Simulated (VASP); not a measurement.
# SrTiO3 (Pm-3m) in VASP: notebook

Runs on SrTiO3. Level: r2SCAN. Tasks: relaxation of cell and atoms.

Program: VASP 6.6.1. These are calculated values, not measurements. Logs are shortened: lines on timing, memory, paths and dates and some standing lists are left out, and cuts for length are marked.

## (1) The cell of the first run

It takes space group Pm-3m (No. 221, cubic). The conventional cell has a = 3.907 Å, b = 3.907 Å, c = 3.907 Å, α = 90.00°, β = 90.00°, γ = 90.00°. Sr (site symmetry m-3m) has 12 O at 2.76 Å and 8 Ti at 3.38 Å within 3.6 Å. Ti (site symmetry m-3m) has 6 O at 1.95 Å within 2.6 Å. Within 2.6 Å of O (site symmetry 4/mmm) lie 2 Ti at 1.95 Å.

## (2) Relaxation of cell and atoms, r2SCAN, target pressure -2 GPa, at which the enthalpy is minimised

The input, POSCAR:

```
SrTiO3
1.0
    3.9068462683      0.0000000000      0.0000000000
    0.0000000000      3.9068462683      0.0000000000
    0.0000000000      0.0000000000      3.9068462683
Sr Ti O
1 1 3
Direct
    0.5000000000      0.5000000000      0.5000000000
    0.0000000000      0.0000000000      0.0000000000
    0.5000000000      0.0000000000      0.0000000000
    0.0000000000      0.5000000000      0.0000000000
    0.0000000000      0.0000000000      0.5000000000
```

The input, INCAR.step1:

```
SYSTEM = SrTiO3
ALGO = Normal
EDIFF = 1E-5
EDIFFG = -0.005
ENCUT = 660
GGA = PE
GGA_COMPAT = .FALSE.
IBRION = 2
ISIF = 3
ISMEAR = 0
LASPH = .TRUE.
LCHARG = .FALSE.
LREAL = .FALSE.
LWAVE = .TRUE.
NELM = 120
NELMIN = 4
NSW = 100
PREC = Accurate
SIGMA = 0.01
```

The input, INCAR.step2:

```
SYSTEM = SrTiO3
ALGO = Normal
EDIFF = 1E-7
EDIFFG = -0.002
ENCUT = 660
GGA_COMPAT = .FALSE.
IBRION = 2
ISIF = 3
ISMEAR = 0
ISTART = 1
LASPH = .TRUE.
LCHARG = .FALSE.
LMIXTAU = .TRUE.
LREAL = .FALSE.
LWAVE = .FALSE.
METAGGA = R2SCAN
NELM = 120
NELMIN = 4
NSW = 100
PREC = Accurate
PSTRESS = -20.0
SIGMA = 0.01
```

The input, KPOINTS:

```
k-points
0
G
  6 6 6
  0 0 0
```

Potentials or basis: VASP PAW PBE potentials, release 64 (Sr_sv, Ti_sv, O).

The run is started by

```console
cat potpaw_PBE.64/Sr_sv/POTCAR potpaw_PBE.64/Ti_sv/POTCAR potpaw_PBE.64/O/POTCAR > POTCAR
cp INCAR.step1 INCAR
mpirun -np 1 vasp_std > vasp.out
cp INCAR.step2 INCAR
mpirun -np 1 vasp_std > vasp.out
```

OUTCAR:

```text
SYSTEM = SrTiO3
   EDIFF = 1E-7
   EDIFFG = -0.002
   ENCUT = 660
   IBRION = 2
   ISIF = 3
   ISMEAR = 0
   ISTART = 1
   LASPH = .TRUE.
   LREAL = .FALSE.
   METAGGA = R2SCAN
   NELM = 120
   NELMIN = 4
   NSW = 100
   PREC = Accurate
   PSTRESS = -20.0

 ion  position               nearest neighbor table
   1  0.500  0.500  0.500-   3 2.76   4 2.76   5 2.76   3 2.76   4 2.76   3 2.76   5 2.76   3 2.76
                             4 2.76   5 2.76   4 2.76   5 2.76   2 3.38   2 3.38   2 3.38   2 3.38
   2  0.000  0.000  0.000-   3 1.95   4 1.95   5 1.95   5 1.95   4 1.95   3 1.95   1 3.38   1 3.38
                             1 3.38   1 3.38   1 3.38   1 3.38   1 3.38   1 3.38
   3  0.500  0.000  0.000-   2 1.95   2 1.95   1 2.76   1 2.76   1 2.76   1 2.76
   4  0.000  0.500  0.000-   2 1.95   2 1.95   1 2.76   1 2.76   1 2.76   1 2.76
   5  0.000  0.000  0.500-   2 1.95   2 1.95   1 2.76   1 2.76   1 2.76   1 2.76

  LATTYP: Found a simple cubic cell.
 ALAT       =     3.9068462683

  Lattice vectors:

 A1 = (   3.9068462683,   0.0000000000,   0.0000000000)
 A2 = (   0.0000000000,   3.9068462683,   0.0000000000)
 A3 = (   0.0000000000,   0.0000000000,   3.9068462683)

Analysis of symmetry for initial positions (statically):
=====================================================================
 Subroutine PRICEL returns:
 Original cell was already a primitive cell.

 Routine SETGRP: Setting up the symmetry group for a
 simple cubic supercell.

 Subroutine GETGRP returns: Found 48 space group operations
 (whereof 48 operations were pure point group operations)
 out of a pool of 48 trial point group operations.

The static configuration has the point symmetry O_h .

Analysis of symmetry for dynamics (positions and initial velocities):
=====================================================================
 Subroutine PRICEL returns:
 Original cell was already a primitive cell.

 Routine SETGRP: Setting up the symmetry group for a
 simple cubic supercell.

 Subroutine GETGRP returns: Found 48 space group operations
 (whereof 48 operations were pure point group operations)
 out of a pool of 48 trial point group operations.

The dynamic configuration has the point symmetry O_h .

 Subroutine INISYM returns: Found 48 space group operations
 (whereof 48 operations are pure point group operations),
 and found     1 'primitive' translations

----------------------------------------------------------------------------------------

                                     Primitive cell

  volume of cell :      59.6319

  direct lattice vectors                    reciprocal lattice vectors
     3.906846268  0.000000000  0.000000000     0.255960929  0.000000000  0.000000000
     0.000000000  3.906846268  0.000000000     0.000000000  0.255960929  0.000000000
     0.000000000  0.000000000  3.906846268     0.000000000  0.000000000  0.255960929

  length of vectors
     3.906846268  3.906846268  3.906846268     0.255960929  0.255960929  0.255960929

  position of ions in fractional coordinates (direct lattice)
     0.500000000  0.500000000  0.500000000
     0.000000000  0.000000000  0.000000000
     0.500000000  0.000000000  0.000000000
     0.000000000  0.500000000  0.000000000
     0.000000000  0.000000000  0.500000000

  ion indices of the primitive-cell ions
   primitive index   ion index
                 1           1
                 2           2
                 3           3
                 4           4
                 5           5

----------------------------------------------------------------------------------------

 KPOINTS: k-points

Automatic generation of k-mesh.
 Grid dimensions read from file:
 generate k-points for:    6    6    6

 Generating k-lattice:

  Cartesian coordinates                     Fractional coordinates (reciprocal lattice)
     0.042660155  0.000000000  0.000000000     0.166666667  0.000000000  0.000000000
     0.000000000  0.042660155  0.000000000     0.000000000  0.166666667  0.000000000
     0.000000000  0.000000000  0.042660155     0.000000000  0.000000000  0.166666667

  Length of vectors
     0.042660155  0.042660155  0.042660155

  Shift w.r.t. Gamma in fractional coordinates (k-lattice)
     0.000000000  0.000000000  0.000000000

 Subroutine IBZKPT returns following result:
 ===========================================

 Found     20 irreducible k-points:

 Following reciprocal coordinates:
            Coordinates               Weight
  0.000000  0.000000  0.000000      1.000000
  0.166667  0.000000  0.000000      6.000000
  0.333333  0.000000  0.000000      6.000000
  0.500000  0.000000  0.000000      3.000000
  0.166667  0.166667  0.000000     12.000000
  0.333333  0.166667  0.000000     24.000000
[... 12 lines left out ...]
  0.500000  0.500000  0.333333      6.000000
  0.500000  0.500000  0.500000      1.000000
   k-points           NKPTS =     20   k-points in BZ     NKDIM =     20   number of bands    NBANDS=     24
   number of dos      NEDOS =    301   number of ions     NIONS =      5
   total plane-waves  NPLWV =  46656
   dimension x,y,z NGX =    36 NGY =   36 NGZ =   36
   dimension x,y,z NGXF=    72 NGYF=   72 NGZF=   72
   ions per type =               1   1   3
   NGX,Y,Z   is equivalent  to a cutoff of  15.32, 15.32, 15.32 a.u.
   NGXF,Y,Z  is equivalent  to a cutoff of  30.64, 30.64, 30.64 a.u.
 SYSTEM =  SrTiO3
   PREC   = accura    normal or accurate (medium, high low for compatibility)
   ISTART =      1    job   : 0-new  1-cont  2-samecut
   ICHARG =      0    charge: 1-file 2-atom 10-const
   ISPIN  =      1    spin polarized calculation?
   LNONCOLLINEAR =      F non collinear calculations
   LSORBIT =      F    spin-orbit coupling
   LASPH  =      T    aspherical Exc in radial PAW
   ENCUT  =  660.0 eV  48.51 Ry    6.96 a.u.   8.18  8.18  8.18*2*pi/ulx,y,z
   NELM   =    120;   NELMIN=  4; NELMDL=  0     # of ELM steps
   EDIFF  = 0.1E-06   stopping-criterion for ELM
   LREAL  =      F    real-space projection
   EDIFFG = -.2E-02   stopping-criterion for IOM
   NSW    =    100    number of steps for IOM
   IBRION =      2    ionic relax: 0-MD 1-quasi-New 2-CG
   NFREE  =      1    steps in history (QN), initial steepest desc. (CG)
   ISIF   =      3    stress and relaxation
   ISYM   =      2    0-nonsym 1-usesym 2-fastsym
   POTIM  = 0.5000    time-step for ionic-motion
   TEBEG  =    0.0;   TEEND  =   0.0 temperature during run
   PSTRESS=  -20.0 pullay stress
   NELECT =      40.0000    total number of electrons
   NUPDOWN=      -1.0000    fix difference up-down
   EMIN   =  10.00;   EMAX   =-10.00  energy-range for DOS
   EFERMI =   0.00;   METHOD = LEGACY
   ISMEAR =     0;   SIGMA  =   0.01  broadening in eV -4-tet -1-fermi 0-gaus
   EFERMI_NEDOS =   21; number of points for ismear=-14 and -15
   IALGO  =     38    algorithm
   IMIX   =      4    mixing-type and parameters
     AMIX     =   0.40;   BMIX     =  1.00
     AMIX_MAG =   1.60;   BMIX_MAG =  1.00
  volume/ion in A,a.u.               =      11.93        80.48
  Fermi-wavevector in a.u.,A,eV,Ry     =   1.433074  2.708116 27.942285  2.053700
  Thomas-Fermi vector in A             =   2.552632
   LORBIT       =      0    0 simple, 1 ext, 2 COOP (PROOUT), +10 PAW based schemes
   METAGGA = R2SCAN    functional components
   LHFCALC =     F    Hartree Fock is set to
   AEXX    =    0.0000 exact exchange contribution
   IVDW    =     0    specifies the selected vdW correction
   LEPSILON=     F    determine dielectric tensor
   LRPA    =     F    only Hartree local field effects (RPA)
 conjugate gradient relaxation of ions
 non-spin polarized calculation
 Gauss-broadening in eV      SIGMA  =   0.01
  energy-cutoff  :      660.00
  volume of cell :       59.63
 maximum number of plane-waves:      2320
 NGX is ok and might be reduce to    36
   NGX = 17   NGY = 17   NGZ = 17

--------------------------------------- Ionic step        1  -------------------------------------------

 number of electron      40.0000010 magnetization

 Free energy of the ion-electron system (eV)
  ---------------------------------------------------
  ext. energy  EPLUGINS =         0.00000000
  ---------------------------------------------------
  free energy    TOTEN  =       -63.34428404 eV

  energy without entropy =      -63.34428404  energy(sigma->0) =      -63.34428404

------------------------ aborting loop because EDIFF is reached ----------------------------------------

  FORCE on cell =-STRESS in cart. coord.  units (eV):
  Direction    XX          YY          ZZ          XY          YZ          ZX
  --------------------------------------------------------------------------------------
  -------------------------------------------------------------------------------------
  Total        0.2731686      0.2731686      0.2731686     -0.0000000      0.0000000     -0.0000000
  in kB        7.3394309      7.3394309      7.3394309     -0.0000000      0.0000000     -0.0000000
  external PRESSURE =      27.3394309 kB  Pullay stress =     -20.0000000 kB

 VOLUME and BASIS-vectors are now :
 -----------------------------------------------------------------------------
  energy-cutoff  :      660.00
  volume of cell :       59.63
      direct lattice vectors                 reciprocal lattice vectors
     3.906846268  0.000000000  0.000000000     0.255960929  0.000000000  0.000000000
     0.000000000  3.906846268  0.000000000     0.000000000  0.255960929  0.000000000
     0.000000000  0.000000000  3.906846268     0.000000000  0.000000000  0.255960929
[... 52 lines left out ...]
  FREE ENERGIE OF THE ION-ELECTRON SYSTEM (eV)
  ---------------------------------------------------
  free  energy   TOTEN  =       -63.3222900943 eV

  energy  without entropy=      -63.3222900943  energy(sigma->0) =      -63.32229009

  enthalpy is  TOTEN    =       -64.0888173245 eV   P V=       -0.7665272302

--------------------------------------- Ionic step        3  -------------------------------------------

 number of electron      40.0000008 magnetization

 Free energy of the ion-electron system (eV)
  ---------------------------------------------------
  ext. energy  EPLUGINS =         0.00000000
  ---------------------------------------------------
  free energy    TOTEN  =       -63.34068527 eV

  energy without entropy =      -63.34068527  energy(sigma->0) =      -63.34068527

 E-fermi :   3.8135     XC(G=0): -11.8406

 val. band max:        3.7150077914   @ k =   0.5000   0.5000   0.5000
 cond. band min:       5.9565380587   @ k =   0.0000   0.0000   0.0000
 fundamental gap:      2.2415302673
 Fermi energy:         3.8134625064

 k-point     1 :       0.0000    0.0000    0.0000
  band No.  band energies     occupation
      1     -55.0313      2.00000
      2     -30.2173      2.00000
      3     -30.2173      2.00000
      4     -30.2173      2.00000
      5     -30.2030      2.00000
      6     -14.6434      2.00000
[... 16 lines left out ...]
     23       5.9565      0.00000
     24       8.1954      0.00000
[... 533 lines left out ...]
 POSITION                                       TOTAL-FORCE (eV/Angst)
 -----------------------------------------------------------------------------------
      1.96299      1.96299      1.96299        -0.000000      0.000000      0.000000
      0.00000      0.00000      0.00000         0.000000      0.000000      0.000000
      1.96299      0.00000     -0.00000         0.000000      0.000000      0.000000
     -0.00000      1.96299     -0.00000        -0.000000      0.000000      0.000000
      0.00000      0.00000      1.96299         0.000000      0.000000      0.000000
 -----------------------------------------------------------------------------------
    total drift:                                0.000000      0.000000     -0.000000

  FREE ENERGIE OF THE ION-ELECTRON SYSTEM (eV)
  ---------------------------------------------------
  free  energy   TOTEN  =       -63.3406852731 eV

  energy  without entropy=      -63.3406852731  energy(sigma->0) =      -63.34068527

  enthalpy is  TOTEN    =       -64.0960614224 eV   P V=       -0.7553761493

 reached required accuracy - stopping structural energy minimisation
```

It took 13 min on 1 thread of Intel Xeon 8259CL, shared host; peak memory 0.25 GiB.

Results:

```
Free energy                                                : -63.3407 eV
Relaxed volume                                             : 12.10 Å³/atom
Relaxed cell                                               : a = 3.926 Å, b = 3.926 Å, c = 3.926 Å, α = 90.00°, β = 90.00°, γ = 90.00°
Space group after relaxing (to 0.1 Å)                      : Pm-3m (No. 221)
Energy change on relaxing (the run minimises the enthalpy) : +0.7 meV/atom
Ionic steps                                                : 3
Pressure after relaxing                                    : -2.0 GPa
Band gap on the k mesh                                     : 2.24 eV (least direct gap 2.63 eV)
```

Step by step:
| step | energy change (eV) | largest force (eV/Å) | pressure (GPa) | volume (Å³) |
| --- | --- | --- | --- | --- |
| 1 | 0.0000 | 0.0000 | 0.73 | 59.63 |
| 2 | 0.0220 | 0.0000 | -4.55 | 61.41 |
| 3 | 0.0036 | 0.0000 | -2.00 | 60.51 |

Final structure:
```yaml
crystal:
  lattice:
    - [3.92598, 0.00000, 0.00000]
    - [0.00000, 3.92598, 0.00000]
    - [0.00000, 0.00000, 3.92598]
  atoms:
    - { symbol: Sr, position: [0.50000, 0.50000, 0.50000] }
    - { symbol: Ti, position: [0.00000, 0.00000, 0.00000] }
    - { symbol: O, position: [0.50000, 0.00000, 0.00000] }
    - { symbol: O, position: [0.00000, 0.50000, 0.00000] }
    - { symbol: O, position: [0.00000, 0.00000, 0.50000] }
```

Levels at points of the mesh, in eV from the valence-band top:
| k point | band 18 | band 19 | band 20 | band 21 | band 22 | band 23 |
| --- | --- | --- | --- | --- | --- | --- |
| (0.00, 0.00, 0.00) | -0.39 | -0.39 | -0.39 | 2.24 | 2.24 | 2.24 |
| (0.50, 0.00, 0.00) | -1.95 | -0.77 | -0.77 | 2.40 | 4.09 | 4.09 |
| (0.50, 0.50, 0.00) | -1.59 | -1.59 | -0.09 | 4.10 | 4.10 | 4.57 |
| (0.50, 0.50, 0.50) | 0.00 | 0.00 | 0.00 | 4.78 | 4.78 | 4.78 |

Caveat: the cell is relaxed towards a set pressure, so the run minimises the enthalpy, not the energy; the PAW data sets were made with another functional, which shifts forces and pressure a little.

(Part 1 of 2 ends here.)
